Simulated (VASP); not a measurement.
Input of a VASP 6.6.1 run:

Contents of INCAR:

```
SYSTEM = InSb
ALGO = Normal ; EDIFF = 1E-6
ENCUT = 520 ; GGA = PE
ISIF = 2 ; ISMEAR = 0
IVDW = 13 ; LASPH = .TRUE.
LCHARG = .TRUE. ; LELF = .TRUE.
LREAL = .FALSE. ; LVHAR = .TRUE.
LWAVE = .FALSE. ; NBANDS = 16
NELM = 100 ; PREC = Accurate
SIGMA = 0.05
```

The input KPOINTS:

```
k-points
0
G
  6 6 6
  0 0 0
```

The input POSCAR:

```
InSb
1.0
    0.0000000000      3.2493311578      3.2493311578
    3.2493311578      0.0000000000      3.2493311578
    3.2493311578      3.2493311578      0.0000000000
In Sb
1 1
Direct
    0.0000000000      0.0000000000      0.0000000000
    0.7500000000      0.7500000000      0.7500000000
```

Potentials or basis: VASP PAW PBE potentials, release 64 (In_d, Sb).

Run with:

```bash
$ cat potpaw_PBE.64/In_d/POTCAR potpaw_PBE.64/Sb/POTCAR > POTCAR
$ mpirun -np 1 vasp_std > vasp.out
```

Estimate the band gap on the k mesh.

zero (filled and empty bands touch).

Predict the pressure.

0.9 GPa.

Estimate the dispersion energy per atom.

-0.356 eV.

Caveat: spin-orbit coupling is left out, which moves the levels of the heavy elements; pairwise dispersion overbinds metals, which lowers pressure and volume.
